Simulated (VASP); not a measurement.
# Al2Cu (Pmm2) in VASP: further runs, part 2 of 2

VASP 6.6.1. The steps go on from the part before.

### Step 4. Single point, PBE (mode 4 frozen in at +0.000 Å and mode 9 at -0.106 Å (largest displacements))

The input, INCAR:

```
PREC     = Accurate       # precision mode
ENCUT    = 520            # plane-wave cutoff, eV
EDIFF    = 1E-7           # SCF threshold, eV
ISMEAR   = 0              # smearing method
SIGMA    = 0.15           # smearing width, eV
LREAL    = F              # projectors in reciprocal space
LASPH    = T              # aspherical terms in the spheres
NELM     = 80             # most SCF steps
ALGO     = Fast           # electronic algorithm
ISIF     = 2              # what is computed and relaxed
LWAVE    = F              # write WAVECAR
LCHARG   = F              # write CHGCAR
GGA      = PE             # functional
NBANDS   = 16             # bands
```

The input, KPOINTS:

```
Automatic mesh
0
Gamma
  10 10 14
```

The input, POSCAR:

```
Al2Cu
1.0
    4.1211626268      0.0000000000      0.0000000000
    0.0000000000      4.1211626268      0.0000000000
    0.0000000000      0.0000000000      2.8847334069
Al Cu
2 1
Direct
    0.5000000000      0.0058614588      0.5000000000
    0.0000000000      0.4741577779      0.5000000000
    0.0000000000      0.0084838028      0.0000000000
```

Potentials or basis: VASP PAW PBE potentials, release 64 (Al, Cu).

Run with:

```sh
cat potpaw_PBE.64/Al/POTCAR potpaw_PBE.64/Cu/POTCAR > POTCAR
mpirun -np 1 vasp_std > vasp.out
```

OUTCAR:

```text
PREC = Accurate
   ENCUT = 520
   EDIFF = 1E-7
   ISMEAR = 0
   LREAL = F
   LASPH = T
   NELM = 80
   ISIF = 2
   GGA = PE

 ion  position               nearest neighbor table
   1  0.500  0.006  0.500-   3 2.52   3 2.52   3 2.52   3 2.52   2 2.82   2 2.82   2 3.01   2 3.01

   2  0.000  0.474  0.500-   3 2.40   3 2.40   3 2.63   3 2.63   1 2.82   1 2.82   1 3.01   1 3.01

   3  0.000  0.008  0.000-   2 2.40   2 2.40   1 2.52   1 2.52   1 2.52   1 2.52   2 2.63   2 2.63

  LATTYP: Found a simple tetragonal cell.
 ALAT       =     4.1211626268
 C/A-ratio  =     0.6999804832

  Lattice vectors:

 A1 = (   4.1211626268,   0.0000000000,   0.0000000000)
 A2 = (   0.0000000000,   4.1211626268,   0.0000000000)
 A3 = (   0.0000000000,   0.0000000000,   2.8847334069)

Analysis of symmetry for initial positions (statically):
=====================================================================
 Subroutine PRICEL returns:
 Original cell was already a primitive cell.

 Routine SETGRP: Setting up the symmetry group for a
 simple tetragonal supercell.

 Subroutine GETGRP returns: Found  4 space group operations
 (whereof  4 operations were pure point group operations)
 out of a pool of 16 trial point group operations.

The static configuration has the point symmetry C_2v.

Analysis of symmetry for dynamics (positions and initial velocities):
=====================================================================
 Subroutine PRICEL returns:
 Original cell was already a primitive cell.

 Routine SETGRP: Setting up the symmetry group for a
 simple tetragonal supercell.

 Subroutine GETGRP returns: Found  4 space group operations
 (whereof  4 operations were pure point group operations)
 out of a pool of 16 trial point group operations.

The dynamic configuration has the point symmetry C_2v.

 Subroutine INISYM returns: Found  4 space group operations
 (whereof  4 operations are pure point group operations),
 and found     1 'primitive' translations

----------------------------------------------------------------------------------------

                                     Primitive cell

  volume of cell :      48.9943

  direct lattice vectors                    reciprocal lattice vectors
     4.121162627  0.000000000  0.000000000     0.242649973  0.000000000  0.000000000
     0.000000000  4.121162627  0.000000000     0.000000000  0.242649973  0.000000000
     0.000000000  0.000000000  2.884733407     0.000000000  0.000000000  0.346652484

  length of vectors
     4.121162627  4.121162627  2.884733407     0.242649973  0.242649973  0.346652484

  position of ions in fractional coordinates (direct lattice)
     0.500000000  0.005861459  0.500000000
     0.000000000  0.474157778  0.500000000
     0.000000000  0.008483803  0.000000000

  ion indices of the primitive-cell ions
   primitive index   ion index
                 1           1
                 2           2
                 3           3

----------------------------------------------------------------------------------------

 KPOINTS: Automatic mesh

Automatic generation of k-mesh.
 Grid dimensions read from file:
 generate k-points for:   10   10   14

 Generating k-lattice:

  Cartesian coordinates                     Fractional coordinates (reciprocal lattice)
     0.024264997  0.000000000  0.000000000     0.100000000  0.000000000  0.000000000
     0.000000000  0.024264997  0.000000000     0.000000000  0.100000000  0.000000000
     0.000000000  0.000000000  0.024760892     0.000000000  0.000000000  0.071428571

  Length of vectors
     0.024264997  0.024264997  0.024760892

  Shift w.r.t. Gamma in fractional coordinates (k-lattice)
     0.000000000  0.000000000  0.000000000

 Subroutine IBZKPT returns following result:
 ===========================================

 Found    288 irreducible k-points:

 Following reciprocal coordinates:
            Coordinates               Weight
  0.000000  0.000000  0.000000      1.000000
  0.100000  0.000000  0.000000      2.000000
  0.000000  0.100000  0.000000      2.000000
  0.200000  0.000000  0.000000      2.000000
  0.000000  0.200000  0.000000      2.000000
  0.300000  0.000000  0.000000      2.000000
[... 16 lines left out ...]
 -0.200000  0.300000  0.000000      4.000000
  0.400000  0.200000  0.000000      4.000000
 [... further k-points ...]
   k-points           NKPTS =    288   k-points in BZ     NKDIM =    288   number of bands    NBANDS=     16
   number of dos      NEDOS =    301   number of ions     NIONS =      3
   total plane-waves  NPLWV =  24576
   dimension x,y,z NGX =    32 NGY =   32 NGZ =   24
   dimension x,y,z NGXF=    64 NGYF=   64 NGZF=   48
   ions per type =               2   1
   NGX,Y,Z   is equivalent  to a cutoff of  12.91, 12.91, 13.83 a.u.
   NGXF,Y,Z  is equivalent  to a cutoff of  25.82, 25.82, 27.66 a.u.
 SYSTEM =  unknown system
   PREC   = accura    normal or accurate (medium, high low for compatibility)
   ISTART =      0    job   : 0-new  1-cont  2-samecut
   ICHARG =      2    charge: 1-file 2-atom 10-const
   ISPIN  =      1    spin polarized calculation?
   LNONCOLLINEAR =      F non collinear calculations
   LSORBIT =      F    spin-orbit coupling
   LASPH  =      T    aspherical Exc in radial PAW
   ENCUT  =  520.0 eV  38.22 Ry    6.18 a.u.   7.66  7.66  5.36*2*pi/ulx,y,z
   NELM   =     80;   NELMIN=  2; NELMDL= -5     # of ELM steps
   EDIFF  = 0.1E-06   stopping-criterion for ELM
   LREAL  =      F    real-space projection
   EDIFFG = 0.1E-05   stopping-criterion for IOM
   NSW    =      0    number of steps for IOM
   IBRION =     -1    ionic relax: 0-MD 1-quasi-New 2-CG
   NFREE  =      0    steps in history (QN), initial steepest desc. (CG)
   ISIF   =      2    stress and relaxation
   ISYM   =      2    0-nonsym 1-usesym 2-fastsym
   POTIM  = 0.5000    time-step for ionic-motion
   TEBEG  =    0.0;   TEEND  =   0.0 temperature during run
   PSTRESS=    0.0 pullay stress
   NELECT =      17.0000    total number of electrons
   NUPDOWN=      -1.0000    fix difference up-down
   EMIN   =  10.00;   EMAX   =-10.00  energy-range for DOS
   EFERMI =   0.00;   METHOD = LEGACY
   ISMEAR =     0;   SIGMA  =   0.15  broadening in eV -4-tet -1-fermi 0-gaus
   EFERMI_NEDOS =   21; number of points for ismear=-14 and -15
   IALGO  =     68    algorithm
   IMIX   =      4    mixing-type and parameters
     AMIX     =   0.40;   BMIX     =  1.00
     AMIX_MAG =   1.60;   BMIX_MAG =  1.00
  volume/ion in A,a.u.               =      16.33       110.21
  Fermi-wavevector in a.u.,A,eV,Ry     =   1.150384  2.173910 18.005716  1.323383
  Thomas-Fermi vector in A             =   2.287048
   LORBIT       =      0    0 simple, 1 ext, 2 COOP (PROOUT), +10 PAW based schemes
   GGA     = PE    functional components
   LHFCALC =     F    Hartree Fock is set to
   AEXX    =    0.0000 exact exchange contribution
   IVDW    =     0    specifies the selected vdW correction
   LEPSILON=     F    determine dielectric tensor
   LRPA    =     F    only Hartree local field effects (RPA)
 non-spin polarized calculation
 RMM-DIIS sequential band-by-band and
 Gauss-broadening in eV      SIGMA  =   0.15
  energy-cutoff  :      520.00
  volume of cell :       48.99
 maximum number of plane-waves:      1339
   NGX = 15   NGY = 15   NGZ = 11

 number of electron      16.9999999 magnetization

 Free energy of the ion-electron system (eV)
  ---------------------------------------------------
  ext. energy  EPLUGINS =         0.00000000
  ---------------------------------------------------
  free energy    TOTEN  =       -11.21474284 eV

  energy without entropy =      -11.20437508  energy(sigma->0) =      -11.20955896

 E-fermi :   7.0666     XC(G=0): -10.3605

 val. band max:        7.0634448459   @ k =  -0.2000   0.4000   0.2143
 cond. band min:       7.0697696564   @ k =   0.4000   0.4000   0.4286
 fundamental gap:      0.0063248104
 Fermi energy:         7.0665907788

 k-point     1 :       0.0000    0.0000    0.0000
  band No.  band energies     occupation
      1      -3.4120      2.00000
      2       1.6869      2.00000
      3       2.1911      2.00000
      4       2.8448      2.00000
      5       3.0383      2.00000
      6       3.0568      2.00000
[... 433 lines left out ...]
      3       1.9764      2.00000
      4       2.5092      2.00000
      5       2.8373      2.00000
      6       3.0308      2.00000
[... 8 lines left out ...]
     15      16.9458      0.00000
     16      18.5928      0.00000

 [... further k-points ...]

------------------------ aborting loop because EDIFF is reached ----------------------------------------

  FORCE on cell =-STRESS in cart. coord.  units (eV):
  Direction    XX          YY          ZZ          XY          YZ          ZX
  --------------------------------------------------------------------------------------
  -------------------------------------------------------------------------------------
  Total        0.1459655      0.4276833      0.3260612      0.0000000      0.0000000      0.0000000
  in kB        4.7732653     13.9858126     10.6626354      0.0000000      0.0000000      0.0000000
  external PRESSURE =       9.8072377 kB  Pullay stress =       0.0000000 kB

 VOLUME and BASIS-vectors are now :
 -----------------------------------------------------------------------------
  energy-cutoff  :      520.00
  volume of cell :       48.99
      direct lattice vectors                 reciprocal lattice vectors
     4.121162627  0.000000000  0.000000000     0.242649973  0.000000000  0.000000000
     0.000000000  4.121162627  0.000000000     0.000000000  0.242649973  0.000000000
     0.000000000  0.000000000  2.884733407     0.000000000  0.000000000  0.346652484

 POSITION                                       TOTAL-FORCE (eV/Angst)
 -----------------------------------------------------------------------------------
      2.06058      0.02416      1.44237         0.000000     -0.279543      0.000000
      0.00000      1.95408      1.44237         0.000000      1.246468      0.000000
      0.00000      0.03496      0.00000         0.000000     -0.966924      0.000000
 -----------------------------------------------------------------------------------
    total drift:                                0.000000     -0.000152     -0.000003

  FREE ENERGIE OF THE ION-ELECTRON SYSTEM (eV)
  ---------------------------------------------------
  free  energy   TOTEN  =       -11.2147428446 eV

  energy  without entropy=      -11.2043750793  energy(sigma->0) =      -11.20955896
```

Wall time 1.9 min (1 thread of Intel Xeon Platinum 8559C (Emerald Rapids), shared host); peak memory 0.32 GiB.

Results:

```yaml
Free_energy: -11.2147 eV
Pressure: 1.0 GPa
Largest_force: 1.246 eV/Å
```

Forces in eV/Å, atoms in the order of the input:
```
Al   0.000 -0.280  0.000
Al   0.000  1.246  0.000
Cu   0.000 -0.967  0.000
```

Caveat: the cell differs from its parent crystal (mode 4 frozen in at +0.000 Å and mode 9 at -0.106 Å (largest displacements)); forces of over 1 eV/Å act on the atoms, so gaps and moduli don't describe the material at rest.

### Step 5. Single point, PBE (mode 4 frozen in at -0.366 Å and mode 9 at +0.000 Å (largest displacements))

The input, INCAR:

```
  PREC = Accurate
  ENCUT = 520
  EDIFF = 1E-6
  ISMEAR = 0
  SIGMA = 0.15
  LREAL = F
  LASPH = T
  NELM = 60
  ALGO = Fast
  ISIF = 2
  LWAVE = F
  LCHARG = T
  GGA = PE
  LELF = T
  LVHAR = T
  NBANDS = 16
```

KPOINTS is that of step 4.

The input, POSCAR:

```
Al2Cu
1.0
    4.1211626268      0.0000000000      0.0000000000
    0.0000000000      4.1211626268      0.0000000000
    0.0000000000      0.0000000000      2.8847334069
Al Cu
2 1
Direct
    0.5067846504      0.0000000000      0.5000000000
   -0.0888098901      0.5000000000      0.5000000000
    0.0348277965      0.0000000000      0.0000000000
```

Run with:

```sh
cat potpaw_PBE.64/Al/POTCAR potpaw_PBE.64/Cu/POTCAR > POTCAR
mpirun -np 1 vasp_std > vasp.out
```

Run time: 95 s. Hardware: 1 thread of Intel Xeon Platinum 8559C (Emerald Rapids), shared host; peak memory 0.33 GiB.

It converged, with:

```yaml
Free_energy: -11.1106 eV
Pressure: 2.0 GPa
Largest_force: 0.845 eV/Å
```

Forces in eV/Å, atoms in the order of the input:
```
Al  -0.122  0.000  0.000
Al   0.845  0.000  0.000
Cu  -0.723  0.000  0.000
```

Stress tensor (GPa, compression positive):
```
 4.12  0.00  0.00
 0.00  1.92  0.00
 0.00  0.00 -0.14
```

Levels at points of the mesh, in eV from the Fermi level:
| k point | band 5 | band 6 | band 7 | band 8 | band 9 | band 10 | band 11 | band 12 | band 13 | band 14 |
| --- | --- | --- | --- | --- | --- | --- | --- | --- | --- | --- |
| (0.00, 0.00, 0.00) | -3.89 | -3.79 | -2.27 | -2.23 | -0.11 | 0.63 | 5.89 | 6.14 | 6.68 | 7.13 |
| (0.50, 0.00, 0.00) | -4.16 | -3.92 | -3.78 | -0.82 | 1.29 | 1.43 | 2.31 | 7.58 | 8.34 | 9.26 |
| (0.00, 0.50, 0.00) | -4.06 | -3.89 | -3.82 | -1.03 | 0.71 | 1.93 | 2.73 | 7.51 | 8.32 | 8.93 |
| (0.50, 0.50, 0.00) | -4.16 | -3.98 | -3.92 | -3.82 | -2.51 | 8.52 | 8.52 | 9.53 | 9.67 | 9.98 |
| (0.00, 0.00, 0.50) | -4.50 | -3.90 | -2.84 | 2.02 | 2.08 | 2.23 | 2.91 | 3.46 | 3.52 | 3.85 |
| (0.50, 0.00, 0.50) | -3.99 | -3.98 | -3.16 | -2.15 | -1.79 | 2.77 | 4.30 | 4.99 | 5.23 | 5.51 |
| (0.00, 0.50, 0.50) | -4.07 | -3.85 | -2.78 | -2.29 | -1.79 | 3.88 | 3.95 | 4.07 | 5.21 | 6.21 |
| (0.50, 0.50, 0.50) | -3.71 | -3.17 | -2.28 | -1.91 | -1.42 | -0.60 | -0.19 | 0.53 | 2.29 | 11.68 |

Caveat: the cell differs from its parent crystal (mode 4 frozen in at -0.366 Å and mode 9 at +0.000 Å (largest displacements)).
